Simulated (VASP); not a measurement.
# Ta (Im-3m) in VASP: further runs, part 2 of 2

VASP 6.6.1.

### 3 Single point, PBE (volume scaled by 0.68)

INCAR reads:

```
SYSTEM = Ta
PREC = Accurate
ENCUT = 520
EDIFF = 1E-6
ISMEAR = -1
SIGMA = 0.05
LREAL = .FALSE.
LASPH = .TRUE.
NELM = 100
ALGO = Normal
ISIF = 2
LWAVE = .FALSE.
LCHARG = .FALSE.
GGA = PE
NBANDS = 12
```

KPOINTS reads:

```
Automatic mesh
0
G
  16 16 16
  0 0 0
```

POSCAR reads:

```
Ta
1.0
   -1.4601084332      1.4601084332      1.4601084332
    1.4601084332     -1.4601084332      1.4601084332
    1.4601084332      1.4601084332     -1.4601084332
Ta
1
Direct
    0.0000000000      0.0000000000      0.0000000000
```

Potentials or basis: VASP PAW PBE potentials, release 64 (Ta_pv).

Run with:

```sh
cat potpaw_PBE.64/Ta_pv/POTCAR > POTCAR
mpirun -np 1 vasp_std > vasp.out
```

OUTCAR:

```text
SYSTEM = Ta
   PREC = Accurate
   ENCUT = 520
   EDIFF = 1E-6
   ISMEAR = -1
   LREAL = .FALSE.
   LASPH = .TRUE.
   NELM = 100
   ISIF = 2
   GGA = PE

 ion  position               nearest neighbor table
   1  0.000  0.000  0.000-

  LATTYP: Found a body centered cubic cell.
 ALAT       =     2.9202168664

  Lattice vectors:

 A1 = (  -1.4601084332,   1.4601084332,   1.4601084332)
 A2 = (   1.4601084332,  -1.4601084332,   1.4601084332)
 A3 = (   1.4601084332,   1.4601084332,  -1.4601084332)

Analysis of symmetry for initial positions (statically):
=====================================================================
 Subroutine PRICEL returns:
 Original cell was already a primitive cell.

 Routine SETGRP: Setting up the symmetry group for a
 body centered cubic supercell.

 Subroutine GETGRP returns: Found 48 space group operations
 (whereof 48 operations were pure point group operations)
 out of a pool of 48 trial point group operations.

The static configuration has the point symmetry O_h .

Analysis of symmetry for dynamics (positions and initial velocities):
=====================================================================
 Subroutine PRICEL returns:
 Original cell was already a primitive cell.

 Routine SETGRP: Setting up the symmetry group for a
 body centered cubic supercell.

 Subroutine GETGRP returns: Found 48 space group operations
 (whereof 48 operations were pure point group operations)
 out of a pool of 48 trial point group operations.

The dynamic configuration has the point symmetry O_h .

 Subroutine INISYM returns: Found 48 space group operations
 (whereof 48 operations are pure point group operations),
 and found     1 'primitive' translations

----------------------------------------------------------------------------------------

                                     Primitive cell
[... 113 lines left out ...]
   LORBIT       =      0    0 simple, 1 ext, 2 COOP (PROOUT), +10 PAW based schemes
   GGA     = PE    functional components
   LHFCALC =     F    Hartree Fock is set to
   AEXX    =    0.0000 exact exchange contribution
   IVDW    =     0    specifies the selected vdW correction
   LEPSILON=     F    determine dielectric tensor
   LRPA    =     F    only Hartree local field effects (RPA)
 non-spin polarized calculation
  energy-cutoff  :      520.00
  volume of cell :       12.45
 maximum number of plane-waves:       370
   NGX =  9   NGY =  9   NGZ =  9

 number of electron      10.9999998 magnetization

 Free energy of the ion-electron system (eV)
  ---------------------------------------------------
  ext. energy  EPLUGINS =         0.00000000
  ---------------------------------------------------
  free energy    TOTEN  =        -9.74420871 eV

  energy without entropy =       -9.73706315  energy(sigma->0) =       -9.74063593

 E-fermi :   8.9679     XC(G=0): -14.6330

 val. band max:        8.9672672720   @ k =   0.0625   0.0625   0.0000
 cond. band min:       8.9794211977   @ k =  -0.1875   0.1875   0.1250
 fundamental gap:      0.0121539257
 Fermi energy:         8.9679211417

 k-point     1 :       0.0000    0.0000    0.0000
  band No.  band energies     occupation
      1     -22.6348      2.00000
      2     -22.6348      2.00000
      3     -22.6348      2.00000
      4      -0.0924      2.00000
      5       9.4219      0.00023
      6       9.4219      0.00023
      7       9.4219      0.00023
      8      14.1607      0.00000
      9      14.1607      0.00000
     10      24.7262      0.00000
     11      25.7290      0.00000
     12      25.7290      0.00000
[... 331 lines left out ...]
 k-point    24 :       0.2500    0.1875   -0.0000
  band No.  band energies     occupation
      1     -25.4875      2.00000
      2     -23.8359      2.00000
      3     -22.9700      2.00000
      4       4.4602      2.00000
      5       6.6585      2.00000
      6       8.5658      1.99936
      7      13.2987      0.00000
      8      16.0106      0.00000
      9      19.2529      0.00000
     10      24.7085      0.00000
     11      26.4579      0.00000
     12      30.0235      0.00000

 [... further k-points ...]

------------------------ aborting loop because EDIFF is reached ----------------------------------------

  FORCE on cell =-STRESS in cart. coord.  units (eV):
  Direction    XX          YY          ZZ          XY          YZ          ZX
  --------------------------------------------------------------------------------------
  -------------------------------------------------------------------------------------
  Total       12.0498285     12.0498285     12.0498285      0.0000000      0.0000000      0.0000000
  in kB     1550.5155551   1550.5155551   1550.5155551      0.0000000      0.0000000      0.0000000
  external PRESSURE =    1550.5155551 kB  Pullay stress =       0.0000000 kB

 VOLUME and BASIS-vectors are now :
 -----------------------------------------------------------------------------
  energy-cutoff  :      520.00
  volume of cell :       12.45
      direct lattice vectors                 reciprocal lattice vectors
    -1.460108433  1.460108433  1.460108433     0.000000000  0.342440321  0.342440321
     1.460108433 -1.460108433  1.460108433     0.342440321  0.000000000  0.342440321
     1.460108433  1.460108433 -1.460108433     0.342440321  0.342440321  0.000000000

 POSITION                                       TOTAL-FORCE (eV/Angst)
 -----------------------------------------------------------------------------------
      0.00000      0.00000      0.00000        -0.000000      0.000000     -0.000000
 -----------------------------------------------------------------------------------
    total drift:                                0.000000     -0.000000      0.000000

  FREE ENERGIE OF THE ION-ELECTRON SYSTEM (eV)
  ---------------------------------------------------
  free  energy   TOTEN  =        -9.7442087068 eV

  energy  without entropy=       -9.7370631490  energy(sigma->0) =       -9.74063593
```

OSZICAR:

```text
N       E                     dE             d eps       ncg     rms          rms(c)
DAV:   1     0.638027264072E+02    0.63803E+02   -0.61992E+03  3528   0.934E+02
DAV:   2    -0.920508978740E+01   -0.73008E+02   -0.70997E+02  3908   0.261E+02
DAV:   3    -0.100564178270E+02   -0.85133E+00   -0.84907E+00  4012   0.263E+01
DAV:   4    -0.100575994180E+02   -0.11816E-02   -0.11816E-02  3732   0.109E+00
DAV:   5    -0.100576013547E+02   -0.19367E-05   -0.19372E-05  3968   0.411E-02    0.260E+01
DAV:   6    -0.983882809243E+01    0.21877E+00   -0.10106E-01  3736   0.365E+00    0.144E+01
DAV:   7    -0.974526455691E+01    0.93564E-01   -0.12302E-01  3776   0.393E+00    0.444E-01
DAV:   8    -0.974420733078E+01    0.10572E-02   -0.31178E-03  3628   0.656E-01    0.865E-02
DAV:   9    -0.974421189350E+01   -0.45627E-05   -0.16594E-05  3992   0.492E-02    0.291E-02
DAV:  10    -0.974420877784E+01    0.31157E-05   -0.13593E-06  2440   0.148E-02    0.159E-03
DAV:  11    -0.974420870675E+01    0.71091E-07   -0.46610E-08  1860   0.281E-03
   1 F= -.97442087E+01 E0= -.97406359E+01  d E =-.714556E-02
```

Wall time 9.1 s (1 thread of Intel Xeon 6975P-C (Granite Rapids), shared host); peak memory 0.14 GiB.

Results:

| Quantity | Value |
| --- | --- |
| Free energy | -9.7442 eV |
| Pressure | 155.1 GPa |

Levels at points of the mesh, in eV from the Fermi level:
| k point | band 2 | band 3 | band 4 | band 5 | band 6 | band 7 | band 8 | band 9 |
| --- | --- | --- | --- | --- | --- | --- | --- | --- |
| (0.00, 0.00, 0.00) | -31.60 | -31.60 | -9.06 | 0.45 | 0.45 | 0.45 | 5.19 | 5.19 |
| (0.50, 0.00, 0.00) | -32.70 | -31.67 | -6.46 | -3.13 | 4.31 | 5.54 | 7.02 | 12.03 |
| (0.50, 0.50, 0.50) | -33.98 | -33.98 | -6.73 | -6.73 | 10.26 | 10.26 | 10.26 | 12.97 |

Caveat: spin-orbit coupling is left out, which moves the levels of the heavy elements.
